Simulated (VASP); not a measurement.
Input of a VASP 6.6.1 run:

INCAR

```
ALGO = Normal
EDIFF = 1E-6
ENCUT = 520
GGA = PE
ISIF = 2
ISMEAR = 0
LASPH = True
LCHARG = True
LELF = True
LREAL = False
LVHAR = True
LWAVE = False
NBANDS = 11
NELM = 100
PREC = Accurate
SIGMA = 0.1
```

KPOINTS

```
k-points
0
Gamma
  6 6 6
```

Contents of POSCAR:

```
Si
1.0
    2.5370842433     -2.5377546004      0.0000000000
    2.5370842433      2.5377546004      0.0000000000
    0.0000000000      0.0000000000      2.5120279681
Si
2
Direct
    0.7500078353      0.7500078353      0.0000000000
    0.2499921647      0.2499921647      0.0000000000
```

Potentials or basis: VASP PAW PBE potentials, release 64 (Si).

Launch:

```bash
$ cat potpaw_PBE.64/Si/POTCAR > POTCAR
$ mpirun -np 1 vasp_std > vasp.out
```

**Question.** What does it give for the band gap on the k mesh?

**Answer.** Zero (band 4 reaches 9.45 eV, above the bottom of band 5 at 5.51 eV).

**Question.** Predict the pressure.

**Answer.** 0.0 GPa.

Stress tensor (GPa, compression positive):
```
 0.04  0.00  0.00
 0.00 -0.06  0.00
 0.00  0.00 -0.08
```

Caveat: the k points lie up to 0.42 Å⁻¹ apart.
